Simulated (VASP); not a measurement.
# Au (Fm-3m) in VASP: further runs, part 2 of 2

VASP 6.6.1.

**3. Single point, PBE**

This run uses another cell than the first one, of 18.05 Å³/atom, 1.063 times its volume.

Contents of INCAR:

```
PREC = Accurate ; ENCUT = 520
EDIFF = 1E-6 ; ISMEAR = 0
SIGMA = 0.05 ; LREAL = False
LASPH = True ; NELM = 100
ALGO = Normal ; ISIF = 2
LWAVE = False ; LCHARG = False
GGA = PE ; NBANDS = 12
```

Contents of KPOINTS:

```
regular mesh
0
Gamma
  18 18 18
```

Contents of POSCAR:

```
Au
1.0
    0.0000000000      2.0821129177      2.0821129177
    2.0821129177      0.0000000000      2.0821129177
    2.0821129177      2.0821129177      0.0000000000
Au
1
Direct
    0.0000000000      0.0000000000      0.0000000000
```

Potentials or basis: VASP PAW PBE potentials, release 64 (Au).

Launch:

```sh
cat potpaw_PBE.64/Au/POTCAR > POTCAR
mpirun -np 1 vasp_std > vasp.out
```

Wall time 67 s (1 thread of AMD EPYC 7R13, shared host); peak memory 0.14 GiB.

The run converged. Its results:

| Item | Value |
| --- | --- |
| Free energy | -3.2216 eV |
| Pressure | -0.9 GPa |

Levels at points of the mesh, in eV from the Fermi level:
| k point | band 2 | band 3 | band 4 | band 5 | band 6 | band 7 | band 8 | band 9 | band 10 | band 11 |
| --- | --- | --- | --- | --- | --- | --- | --- | --- | --- | --- |
| (0.00, 0.00, 0.00) | -4.35 | -4.35 | -4.35 | -2.98 | -2.98 | 14.63 | 18.30 | 18.30 | 18.30 | 23.02 |
| (0.50, 0.00, 0.00) | -4.38 | -4.38 | -1.90 | -1.90 | -0.65 | 2.82 | 14.07 | 16.74 | 16.74 | 24.12 |
| (0.50, 0.50, 0.00) | -6.22 | -1.94 | -1.61 | -1.61 | 1.23 | 5.37 | 9.89 | 9.89 | 16.64 | 19.09 |

Caveat: spin-orbit coupling is left out, which moves the levels of the heavy elements.

**4. Single point, PBE**

This run uses another cell than the first one, of 17.98 Å³/atom, 1.059 times its volume.

Contents of INCAR:

```
PREC = Accurate
ENCUT = 520
EDIFF = 1E-6
ISMEAR = 0
SIGMA = 0.05
LREAL = F
LASPH = T
NELM = 60
ALGO = Normal
ISIF = 2
LWAVE = F
LCHARG = T
GGA = PE
LELF = T
LVHAR = T
NBANDS = 12
```

Contents of KPOINTS:

```
Automatic mesh
0
Gamma
  18 18 18
```

Contents of POSCAR:

```
Au
1.0
    0.0000000000      2.0791275000      2.0791275000
    2.0791275000      0.0000000000      2.0791275000
    2.0791275000      2.0791275000      0.0000000000
Au
1
Direct
    0.0000000000      0.0000000000      0.0000000000
```

Potentials or basis: VASP PAW PBE potentials, release 64 (Au).

Launch:

```sh
cat potpaw_PBE.64/Au/POTCAR > POTCAR
mpirun -np 1 vasp_std > vasp.out
```

OUTCAR:

```text
PREC = Accurate
   ENCUT = 520
   EDIFF = 1E-6
   ISMEAR = 0
   LREAL = F
   LASPH = T
   NELM = 60
   ISIF = 2
   GGA = PE

 ion  position               nearest neighbor table
   1  0.000  0.000  0.000-

  LATTYP: Found a face centered cubic cell.
 ALAT       =     4.1582550000

  Lattice vectors:

 A1 = (   0.0000000000,   2.0791275000,   2.0791275000)
 A2 = (   2.0791275000,   0.0000000000,   2.0791275000)
 A3 = (   2.0791275000,   2.0791275000,   0.0000000000)

Analysis of symmetry for initial positions (statically):
[... 529 lines left out ...]
      4       4.5097      2.00000
      5       5.4936      2.00000
      6       5.9315      2.00000
      7      19.8428      0.00000
      8      24.1012      0.00000
      9      26.6270      0.00000
     10      29.0647      0.00000
     11      29.3814      0.00000
     12      30.9362      0.00000

 [... further k-points ...]
[... 5 lines left out ...]
  --------------------------------------------------------------------------------------
  -------------------------------------------------------------------------------------
  Total       -0.0298294     -0.0298294     -0.0298294     -0.0000000      0.0000000      0.0000000
  in kB       -2.6587793     -2.6587793     -2.6587793     -0.0000000      0.0000000      0.0000000
  external PRESSURE =      -2.6587793 kB  Pullay stress =       0.0000000 kB

 VOLUME and BASIS-vectors are now :
 -----------------------------------------------------------------------------
  energy-cutoff  :      520.00
  volume of cell :       17.98
      direct lattice vectors                 reciprocal lattice vectors
     0.000000000  2.079127500  2.079127500    -0.240485492  0.240485492  0.240485492
     2.079127500  0.000000000  2.079127500     0.240485492 -0.240485492  0.240485492
     2.079127500  2.079127500  0.000000000     0.240485492  0.240485492 -0.240485492

 POSITION                                       TOTAL-FORCE (eV/Angst)
 -----------------------------------------------------------------------------------
      0.00000      0.00000      0.00000         0.000000     -0.000000      0.000000
 -----------------------------------------------------------------------------------
    total drift:                                0.000000      0.000000     -0.000000

  FREE ENERGIE OF THE ION-ELECTRON SYSTEM (eV)
  ---------------------------------------------------
  free  energy   TOTEN  =        -3.2218494288 eV

  energy  without entropy=       -3.2214581377  energy(sigma->0) =       -3.22165378
```

OSZICAR:

```text
N       E                     dE             d eps       ncg     rms          rms(c)
DAV:   1     0.501731814813E+02    0.50173E+02   -0.55666E+03  4840   0.813E+02
DAV:   2    -0.273495013433E+01   -0.52908E+02   -0.49928E+02  5504   0.186E+02
DAV:   3    -0.348059563127E+01   -0.74565E+00   -0.74503E+00  5560   0.211E+01
DAV:   4    -0.348324051748E+01   -0.26449E-02   -0.26448E-02  5668   0.147E+00
DAV:   5    -0.348326126440E+01   -0.20747E-04   -0.20746E-04  5736   0.123E-01    0.796E+00
DAV:   6    -0.323915724839E+01    0.24410E+00   -0.69163E-01  5092   0.664E+00    0.519E+00
DAV:   7    -0.322367638906E+01    0.15481E-01   -0.53833E-02  5612   0.188E+00    0.262E+00
DAV:   8    -0.322185531269E+01    0.18211E-02   -0.11006E-03  5160   0.276E-01    0.233E-01
DAV:   9    -0.322184347096E+01    0.11842E-04   -0.74628E-06  5748   0.229E-02    0.216E-02
DAV:  10    -0.322184950407E+01   -0.60331E-05   -0.32974E-06  5472   0.178E-02    0.241E-03
DAV:  11    -0.322184942879E+01    0.75286E-07   -0.70954E-08  3004   0.206E-03
   1 F= -.32218494E+01 E0= -.32216538E+01  d E =-.391291E-03
```

stdout:

```text
POSCAR found type information on POSCAR Au
 POSCAR found :  1 types and       1 ions
 scaLAPACK will be used
 LDA part: xc-table for (Slater+PW92), standard interpolation
 POSCAR, INCAR and KPOINTS ok, starting setup
 FFT: planning ... GRIDC
 FFT: planning ... GRID_SOFT
 FFT: planning ... GRID
 WAVECAR not read
 entering main loop
```

Run time: 78 s. Hardware: 1 thread of AMD EPYC 7R13, shared host; peak memory 0.14 GiB.

What came out:

```
Free energy : -3.2218 eV
Pressure    : -0.3 GPa
```

Caveat: spin-orbit coupling is left out, which moves the levels of the heavy elements.

**5. Summary**

```tsv
cell	gap on the mesh (eV)	pressure (GPa)
a = 2.885 Å, angles 60.0°, 1 atom	none	9.2
a = 2.945 Å, angles 60.0°, 1 atom	none	-0.9
a = 2.940 Å, angles 60.0°, 1 atom	none	-0.3
```

Alike in all rows: task single point; level PBE; potentials or basis VASP PAW PBE potentials, release 64 (Au); no spin polarisation; k mesh 18 × 18 × 18; cutoff (eV) 520; smearing gaussian 0.05 eV.

Caveats: spin-orbit coupling is left out, which moves the levels of the heavy elements.

Absolute energies hang on the potentials; compare differences alone.
